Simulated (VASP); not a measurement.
# AlN (F-43m) in VASP: notebook

AlN is run at these levels: LDA; tasks: relaxation of cell and atoms.

Program: VASP 6.6.1. These are calculated values, not measurements. Logs are shortened: lines on timing, memory, paths and dates and some standing lists are left out, and cuts for length are marked.

**1. The cell of the first run**

It takes space group F-43m (No. 216, cubic). Conventional cell: a = 4.342 Å, b = 4.342 Å, c = 4.342 Å, α = 90.00°, β = 90.00°, γ = 90.00°. Within 2.5 Å of Al (site symmetry -43m) lie 4 N at 1.88 Å. Within 2.5 Å of N (site symmetry -43m) lie 4 Al at 1.88 Å.

**2. Relaxation of cell and atoms, LDA, target pressure 1 GPa, at which the enthalpy is minimised**

INCAR reads:

```
PREC = Accurate
ENCUT = 600
EDIFF = 1E-6
ISMEAR = 0
SIGMA = 0.01
LREAL = F
LASPH = T
NELM = 100
ALGO = Normal
ISIF = 3
LWAVE = F
LCHARG = F
GGA = CA
IBRION = 2
NSW = 100
EDIFFG = -0.002
PSTRESS = 10.0
```

KPOINTS reads:

```
regular mesh
0
Gamma
  10 10 10
```

POSCAR reads:

```
AlN
1.0
    0.0000000000      2.1711476922      2.1711476922
    2.1711476922      0.0000000000      2.1711476922
    2.1711476922      2.1711476922      0.0000000000
Al N
1 1
Direct
    0.0000000000      0.0000000000      0.0000000000
    0.2500000000      0.2500000000      0.2500000000
```

Potentials or basis: VASP PAW LDA potentials, release 64 (Al, N).

Launch:

```sh
$ cat potpaw_LDA.64/Al/POTCAR potpaw_LDA.64/N/POTCAR > POTCAR
$ mpirun -np 1 vasp_std > vasp.out
```

OUTCAR:

```text
PREC = Accurate
   ENCUT = 600
   EDIFF = 1E-6
   ISMEAR = 0
   LREAL = F
   LASPH = T
   NELM = 100
   ISIF = 3
   GGA = CA
   IBRION = 2
   NSW = 100
   EDIFFG = -0.002
   PSTRESS = 10.0

 ion  position               nearest neighbor table
   1  0.000  0.000  0.000-   2 1.88   2 1.88   2 1.88   2 1.88
   2  0.250  0.250  0.250-   1 1.88   1 1.88   1 1.88   1 1.88

  LATTYP: Found a face centered cubic cell.
 ALAT       =     4.3422953844

  Lattice vectors:

 A1 = (   0.0000000000,   2.1711476922,   2.1711476922)
 A2 = (   2.1711476922,   0.0000000000,   2.1711476922)
 A3 = (   2.1711476922,   2.1711476922,   0.0000000000)

Analysis of symmetry for initial positions (statically):
=====================================================================
 Subroutine PRICEL returns:
 Original cell was already a primitive cell.

 Routine SETGRP: Setting up the symmetry group for a
 face centered cubic supercell.

 Subroutine GETGRP returns: Found 24 space group operations
 (whereof 24 operations were pure point group operations)
 out of a pool of 48 trial point group operations.

The static configuration has the point symmetry T_d .

Analysis of symmetry for dynamics (positions and initial velocities):
=====================================================================
 Subroutine PRICEL returns:
 Original cell was already a primitive cell.

 Routine SETGRP: Setting up the symmetry group for a
 face centered cubic supercell.

 Subroutine GETGRP returns: Found 24 space group operations
 (whereof 24 operations were pure point group operations)
 out of a pool of 48 trial point group operations.

The dynamic configuration has the point symmetry T_d .

 Subroutine INISYM returns: Found 24 space group operations
 (whereof 24 operations are pure point group operations),
 and found     1 'primitive' translations

----------------------------------------------------------------------------------------

                                     Primitive cell

  volume of cell :      20.4691

  direct lattice vectors                    reciprocal lattice vectors
     0.000000000  2.171147692  2.171147692    -0.230292947  0.230292947  0.230292947
     2.171147692  0.000000000  2.171147692     0.230292947 -0.230292947  0.230292947
     2.171147692  2.171147692  0.000000000     0.230292947  0.230292947 -0.230292947

  length of vectors
     3.070466512  3.070466512  3.070466512     0.398879085  0.398879085  0.398879085

  position of ions in fractional coordinates (direct lattice)
     0.000000000  0.000000000  0.000000000
     0.250000000  0.250000000  0.250000000

  ion indices of the primitive-cell ions
   primitive index   ion index
                 1           1
                 2           2

----------------------------------------------------------------------------------------

 KPOINTS: regular mesh

Automatic generation of k-mesh.
 Grid dimensions read from file:
 generate k-points for:   10   10   10

 Generating k-lattice:

  Cartesian coordinates                     Fractional coordinates (reciprocal lattice)
    -0.023029295  0.023029295  0.023029295     0.100000000  0.000000000  0.000000000
     0.023029295 -0.023029295  0.023029295     0.000000000  0.100000000  0.000000000
     0.023029295  0.023029295 -0.023029295     0.000000000  0.000000000  0.100000000

  Length of vectors
     0.039887908  0.039887908  0.039887908

  Shift w.r.t. Gamma in fractional coordinates (k-lattice)
     0.000000000  0.000000000  0.000000000

 Subroutine IBZKPT returns following result:
 ===========================================

 Found     47 irreducible k-points:

 Following reciprocal coordinates:
            Coordinates               Weight
  0.000000  0.000000  0.000000      1.000000
  0.100000  0.000000  0.000000      8.000000
  0.200000  0.000000  0.000000      8.000000
  0.300000  0.000000  0.000000      8.000000
  0.400000  0.000000  0.000000      8.000000
  0.500000  0.000000  0.000000      4.000000
[... 16 lines left out ...]
  0.300000  0.300000  0.000000      6.000000
  0.400000  0.300000  0.000000     24.000000
 [... further k-points ...]
   k-points           NKPTS =     47   k-points in BZ     NKDIM =     47   number of bands    NBANDS=      8
   number of dos      NEDOS =    301   number of ions     NIONS =      2
   total plane-waves  NPLWV =  21952
   dimension x,y,z NGX =    28 NGY =   28 NGZ =   28
   dimension x,y,z NGXF=    56 NGYF=   56 NGZF=   56
   ions per type =               1   1
   NGX,Y,Z   is equivalent  to a cutoff of  15.16, 15.16, 15.16 a.u.
   NGXF,Y,Z  is equivalent  to a cutoff of  30.32, 30.32, 30.32 a.u.
 SYSTEM =  unknown system
   PREC   = accura    normal or accurate (medium, high low for compatibility)
   ISTART =      0    job   : 0-new  1-cont  2-samecut
   ICHARG =      2    charge: 1-file 2-atom 10-const
   ISPIN  =      1    spin polarized calculation?
   LNONCOLLINEAR =      F non collinear calculations
   LSORBIT =      F    spin-orbit coupling
   LASPH  =      T    aspherical Exc in radial PAW
   ENCUT  =  600.0 eV  44.10 Ry    6.64 a.u.   6.13  6.13  6.13*2*pi/ulx,y,z
   NELM   =    100;   NELMIN=  2; NELMDL= -5     # of ELM steps
   EDIFF  = 0.1E-05   stopping-criterion for ELM
   LREAL  =      F    real-space projection
   EDIFFG = -.2E-02   stopping-criterion for IOM
   NSW    =    100    number of steps for IOM
   IBRION =      2    ionic relax: 0-MD 1-quasi-New 2-CG
   NFREE  =      1    steps in history (QN), initial steepest desc. (CG)
   ISIF   =      3    stress and relaxation
   ISYM   =      2    0-nonsym 1-usesym 2-fastsym
   POTIM  = 0.5000    time-step for ionic-motion
   TEBEG  =    0.0;   TEEND  =   0.0 temperature during run
   PSTRESS=   10.0 pullay stress
   NELECT =       8.0000    total number of electrons
   NUPDOWN=      -1.0000    fix difference up-down
   EMIN   =  10.00;   EMAX   =-10.00  energy-range for DOS
   EFERMI =   0.00;   METHOD = LEGACY
   ISMEAR =     0;   SIGMA  =   0.01  broadening in eV -4-tet -1-fermi 0-gaus
   EFERMI_NEDOS =   21; number of points for ismear=-14 and -15
   IALGO  =     38    algorithm
   IMIX   =      4    mixing-type and parameters
     AMIX     =   0.40;   BMIX     =  1.00
     AMIX_MAG =   1.60;   BMIX_MAG =  1.00
  volume/ion in A,a.u.               =      10.23        69.07
  Fermi-wavevector in a.u.,A,eV,Ry     =   1.196939  2.261887 19.492573  1.432664
  Thomas-Fermi vector in A             =   2.332867
   LORBIT       =      0    0 simple, 1 ext, 2 COOP (PROOUT), +10 PAW based schemes
   GGA     = CA    functional components
   LHFCALC =     F    Hartree Fock is set to
   AEXX    =    0.0000 exact exchange contribution
   IVDW    =     0    specifies the selected vdW correction
   LEPSILON=     F    determine dielectric tensor
   LRPA    =     F    only Hartree local field effects (RPA)
 conjugate gradient relaxation of ions
 non-spin polarized calculation
 Gauss-broadening in eV      SIGMA  =   0.01
  energy-cutoff  :      600.00
  volume of cell :       20.47
 maximum number of plane-waves:       701
 NGX is ok and might be reduce to    28
   NGX = 13   NGY = 13   NGZ = 13

--------------------------------------- Ionic step        1  -------------------------------------------

 number of electron       8.0000000 magnetization

 Free energy of the ion-electron system (eV)
  ---------------------------------------------------
  ext. energy  EPLUGINS =         0.00000000
  ---------------------------------------------------
  free energy    TOTEN  =       -16.37603175 eV

  energy without entropy =      -16.37603175  energy(sigma->0) =      -16.37603175

------------------------ aborting loop because EDIFF is reached ----------------------------------------

  FORCE on cell =-STRESS in cart. coord.  units (eV):
  Direction    XX          YY          ZZ          XY          YZ          ZX
  --------------------------------------------------------------------------------------
  -------------------------------------------------------------------------------------
  Total        0.0716459      0.0716459      0.0716459      0.0000000     -0.0000000      0.0000000
  in kB        5.6079447      5.6079447      5.6079447      0.0000000     -0.0000000      0.0000000
  external PRESSURE =      -4.3920553 kB  Pullay stress =      10.0000000 kB

 VOLUME and BASIS-vectors are now :
 -----------------------------------------------------------------------------
  energy-cutoff  :      600.00
  volume of cell :       20.47
      direct lattice vectors                 reciprocal lattice vectors
     0.000000000  2.171147692  2.171147692    -0.230292947  0.230292947  0.230292947
     2.171147692  0.000000000  2.171147692     0.230292947 -0.230292947  0.230292947
     2.171147692  2.171147692  0.000000000     0.230292947  0.230292947 -0.230292947
[... 46 lines left out ...]
  FREE ENERGIE OF THE ION-ELECTRON SYSTEM (eV)
  ---------------------------------------------------
  free  energy   TOTEN  =       -16.3755217534 eV

  energy  without entropy=      -16.3755217534  energy(sigma->0) =      -16.37552175

  enthalpy is  TOTEN    =       -16.2482819835 eV   P V=        0.1272397699

--------------------------------------- Ionic step        3  -------------------------------------------

 number of electron       8.0000000 magnetization

 Free energy of the ion-electron system (eV)
  ---------------------------------------------------
  ext. energy  EPLUGINS =         0.00000000
  ---------------------------------------------------
  free energy    TOTEN  =       -16.37582765 eV

  energy without entropy =      -16.37582765  energy(sigma->0) =      -16.37582765

 E-fermi :   5.9834     XC(G=0): -11.3527

 val. band max:        5.8962832387   @ k =   0.0000   0.0000   0.0000
 cond. band min:       9.1281385681   @ k =   0.5000   0.5000   0.0000
 fundamental gap:      3.2318553294
 Fermi energy:         5.9833911776

 k-point     1 :       0.0000    0.0000    0.0000
  band No.  band energies     occupation
      1      -9.0435      2.00000
      2       5.8963      2.00000
      3       5.8963      2.00000
      4       5.8963      2.00000
      5      10.3083      0.00000
      6      18.4250      0.00000
      7      18.4250      0.00000
      8      18.4250      0.00000

 k-point     2 :       0.1000    0.0000    0.0000
  band No.  band energies     occupation
      1      -8.8904      2.00000
      2       5.0901      2.00000
      3       5.8438      2.00000
      4       5.8438      2.00000
      5      10.9465      0.00000
      6      18.0430      0.00000
      7      18.5603      0.00000
      8      18.5603      0.00000
[... 221 lines left out ...]
 k-point    23 :       0.3000    0.3000    0.0000
  band No.  band energies     occupation
      1      -7.4166      2.00000
      2       2.3546      2.00000
      3       4.6273      2.00000
      4       4.6273      2.00000
      5      11.2057      0.00000
      6      15.5294      0.00000
      7      17.8532      0.00000
      8      20.3944      0.00000

 k-point    24 :       0.4000    0.3000    0.0000
  band No.  band energies     occupation
      1      -6.9201      2.00000
      2       1.6893      2.00000
      3       4.1519      2.00000
      4       4.4607      2.00000
      5      10.7633      0.00000
      6      15.3628      0.00000
      7      18.2309      0.00000
      8      20.4786      0.00000

 [... further k-points ...]

------------------------ aborting loop because EDIFF is reached ----------------------------------------

  FORCE on cell =-STRESS in cart. coord.  units (eV):
  Direction    XX          YY          ZZ          XY          YZ          ZX
  --------------------------------------------------------------------------------------
  -------------------------------------------------------------------------------------
  Total        0.1273868      0.1273868      0.1273868      0.0000000      0.0000000      0.0000000
  in kB        9.9916649      9.9916649      9.9916649      0.0000000      0.0000000      0.0000000
  external PRESSURE =      -0.0083351 kB  Pullay stress =      10.0000000 kB

 VOLUME and BASIS-vectors are now :
 -----------------------------------------------------------------------------
  energy-cutoff  :      600.00
  volume of cell :       20.43
      direct lattice vectors                 reciprocal lattice vectors
     0.000000000  2.169646851  2.169646851    -0.230452251  0.230452251  0.230452251
     2.169646851 -0.000000000  2.169646851     0.230452251 -0.230452251  0.230452251
     2.169646851  2.169646851 -0.000000000     0.230452251  0.230452251 -0.230452251

 POSITION                                       TOTAL-FORCE (eV/Angst)
 -----------------------------------------------------------------------------------
      0.00000      0.00000      0.00000        -0.000000     -0.000000     -0.000000
      1.08482      1.08482      1.08482         0.000000      0.000000      0.000000
 -----------------------------------------------------------------------------------
    total drift:                               -0.000000     -0.000000      0.000000

  FREE ENERGIE OF THE ION-ELECTRON SYSTEM (eV)
  ---------------------------------------------------
  free  energy   TOTEN  =       -16.3758276462 eV

  energy  without entropy=      -16.3758276462  energy(sigma->0) =      -16.37582765

  enthalpy is  TOTEN    =       -16.2483345804 eV   P V=        0.1274930657

 reached required accuracy - stopping structural energy minimisation
```

Wall time 52 s (1 thread of AMD EPYC 7R13, shared host); peak memory 0.11 GiB.

Results:

```
Free energy                                            : -16.3758 eV
Relaxed volume                                         : 10.21 Å³/atom
Relaxed cell                                           : a = 3.068 Å, b = 3.068 Å, c = 3.068 Å, α = 60.00°, β = 60.00°, γ = 60.00°
Space group after relaxing (to 0.05 Å)                 : F-43m (No. 216)
Energy change on relaxing (the enthalpy is what falls) : +0.1 meV/atom
Ionic steps                                            : 3
Pressure after relaxing                                : 1.0 GPa
Band gap on the k mesh                                 : 3.23 eV, indirect (least direct gap 4.41 eV)
```

Step by step:
```
step  energy change (eV)  largest force (eV/Å)  pressure (GPa)  volume (Å³)
   1              0.0000                0.0000            0.56        20.47
   2              0.0005                0.0000            1.42        20.39
   3              0.0002                0.0000            1.00        20.43
```

Final structure:
```cif
data_structure
_symmetry_space_group_name_H-M 'P 1'
_symmetry_Int_Tables_number 1
_cell_length_a 3.0683
_cell_length_b 3.0683
_cell_length_c 3.0683
_cell_angle_alpha 60.000
_cell_angle_beta 60.000
_cell_angle_gamma 60.000
_cell_volume 20.43
loop_
_atom_site_label
_atom_site_type_symbol
_atom_site_fract_x
_atom_site_fract_y
_atom_site_fract_z
_atom_site_occupancy
Al1 Al 0.00000 0.00000 0.00000 1
N1 N 0.25000 0.25000 0.25000 1
```

Caveat: the cell is relaxed towards a set pressure, so the enthalpy falls and the energy may rise. A k mesh can miss the band edges.

**3. Relaxation of cell and atoms, LDA, target pressure 2 GPa, at which the enthalpy is minimised**

INCAR reads:

```
SYSTEM = AlN
PREC = Accurate ; ENCUT = 600
EDIFF = 1E-6 ; ISMEAR = 0
SIGMA = 0.01 ; LREAL = .False.
LASPH = .True. ; NELM = 100
ALGO = Normal ; ISIF = 3
LWAVE = .False. ; LCHARG = .False.
IBRION = 2 ; NSW = 100
EDIFFG = -0.002 ; PSTRESS = 20.0
```

KPOINTS reads:

```
regular mesh
0
Gamma
  10 10 10
  0 0 0
```

POSCAR is that of step 2.

Potentials or basis: VASP PAW LDA potentials, release 64 (Al, N).

Launch:

```sh
$ cat potpaw_LDA.64/Al/POTCAR potpaw_LDA.64/N/POTCAR > POTCAR
$ mpirun -np 1 vasp_std > vasp.out
```

Wall time 49 s (1 thread of AMD EPYC 7R13, shared host); peak memory 0.11 GiB.

It converged, with:

| Quantity | Value |
| --- | --- |
| Free energy | -16.3749 eV |
| Relaxed volume | 10.17 Å³/atom |
| Relaxed cell | a = 3.064 Å, b = 3.064 Å, c = 3.064 Å, α = 60.00°, β = 60.00°, γ = 60.00° |
| Space group after relaxing (to 0.05 Å) | F-43m (No. 216) |
| Energy change on relaxing (the enthalpy is what falls) | +0.5 meV/atom |
| Ionic steps | 3 |
| Pressure after relaxing | 2.0 GPa |
| Band gap on the k mesh | 3.23 eV, indirect (least direct gap 4.45 eV) |

Step by step:
```csv
step,energy change (eV),largest force (eV/Å),pressure (GPa),volume (Å³)
1,0.0000,0.0000,0.56,20.47
2,0.0034,0.0000,3.47,20.20
3,0.0011,0.0000,2.00,20.33
```

Final structure:
```
Al N
1.0
     0.00000    2.16628    2.16628
     2.16628    0.00000    2.16628
     2.16628    2.16628    0.00000
Al N
1 1
Cartesian
  0.0000 0.0000 0.0000
  1.0831 1.0831 1.0831
```

Levels at points of the mesh, in eV from the valence-band top:
| k point | band 1 | band 2 | band 3 | band 4 | band 5 | band 6 | band 7 | band 8 |
| --- | --- | --- | --- | --- | --- | --- | --- | --- |
| (0.00, 0.00, 0.00) | -14.97 | 0.00 | 0.00 | 0.00 | 4.45 | 12.58 | 12.58 | 12.58 |
| (0.50, 0.00, 0.00) | -12.77 | -6.01 | -0.49 | -0.49 | 7.49 | 9.93 | 11.12 | 11.12 |
| (0.50, 0.50, 0.00) | -12.09 | -5.03 | -1.82 | -1.82 | 3.23 | 8.56 | 14.08 | 15.79 |

Caveat: the cell is relaxed towards a set pressure, so the enthalpy falls and the energy may rise.

**4. Relaxation of cell and atoms, LDA, target pressure 4 GPa, at which the enthalpy is minimised**

INCAR reads:

```
PREC     = Accurate       # precision mode
ENCUT    = 600            # plane-wave cutoff, eV
EDIFF    = 1E-7           # SCF threshold, eV
ISMEAR   = 0              # smearing method
SIGMA    = 0.01           # smearing width, eV
LREAL    = F              # projectors in reciprocal space
LASPH    = T              # aspherical terms in the spheres
NELM     = 80             # most SCF steps
ALGO     = Normal         # electronic algorithm
ISIF     = 3              # what is computed and relaxed
LWAVE    = F              # write WAVECAR
LCHARG   = F              # write CHGCAR
IBRION   = 2              # ionic algorithm
NSW      = 100            # ionic steps
EDIFFG   = -0.002         # ionic threshold
PSTRESS  = 40.0
```

KPOINTS reads:

```
regular mesh
0
Gamma
  10 10 10
```

POSCAR is that of step 3.

Launch:

```sh
$ cat potpaw_LDA.64/Al/POTCAR potpaw_LDA.64/N/POTCAR > POTCAR
$ mpirun -np 1 vasp_std > vasp.out
```

Run time: 61 s. Hardware: 1 thread of AMD EPYC 7R13, shared host; peak memory 0.11 GiB.

Results (log left out):

```yaml
Free_energy: -16.3716 eV
Relaxed_volume: 10.08 Å³/atom
Relaxed_cell: a = 3.054 Å, b = 3.054 Å, c = 3.054 Å, α = 60.00°, β = 60.00°, γ = 60.00°
Space_group_after_relaxing_to_0.05_Å: F-43m (No. 216)
Energy_change_on_relaxing_the_enthalpy_is_what_falls: +2.2 meV/atom
Ionic_steps: 3
Pressure_after_relaxing: 4.0 GPa
Band_gap_on_the_k_mesh: 3.24 eV, indirect (least direct gap 4.54 eV)
```

The path:
| step | energy change (eV) | largest force (eV/Å) | pressure (GPa) | volume (Å³) |
| --- | --- | --- | --- | --- |
| 1 | 0.0000 | 0.0000 | 0.54 | 20.47 |
| 2 | 0.0166 | 0.0000 | 7.85 | 19.82 |
| 3 | 0.0045 | 0.0000 | 3.98 | 20.15 |

Final structure:
```
CELL_PARAMETERS angstrom
0.00000 2.15983 2.15983
2.15983 0.00000 2.15983
2.15983 2.15983 0.00000
ATOMIC_POSITIONS crystal
Al 0.00000 0.00000 0.00000
N 0.25000 0.25000 0.25000
```

Levels at points of the mesh, in eV from the valence-band top:
| k point | band 2 | band 3 | band 4 | band 5 | band 6 | band 7 |
| --- | --- | --- | --- | --- | --- | --- |
| (0.00, 0.00, 0.00) | 0.00 | 0.00 | 0.00 | 4.54 | 12.66 | 12.66 |
| (0.50, 0.00, 0.00) | -6.05 | -0.49 | -0.49 | 7.57 | 9.99 | 11.17 |
| (0.50, 0.50, 0.00) | -5.06 | -1.83 | -1.83 | 3.24 | 8.61 | 14.21 |

Caveat: the cell is relaxed towards a set pressure, so the enthalpy falls and the energy may rise. A k mesh can miss the band edges.

**5. The runs side by side**

```csv
cell,gap on the mesh (eV),pressure (GPa)
relaxed to 1 GPa,3.23,1.0
relaxed to 2 GPa,3.23,2.0
relaxed to 4 GPa,3.24,4.0
```

Alike in all rows: task relaxation of cell and atoms; level LDA; potentials or basis VASP PAW LDA potentials, release 64 (Al, N); no spin polarisation; k mesh 10 × 10 × 10; cutoff (eV) 600; smearing gaussian 0.01 eV.

Caveats: the cell is relaxed towards a set pressure, so the enthalpy falls and the energy may rise.

Absolute energies hang on the potentials; compare differences alone.
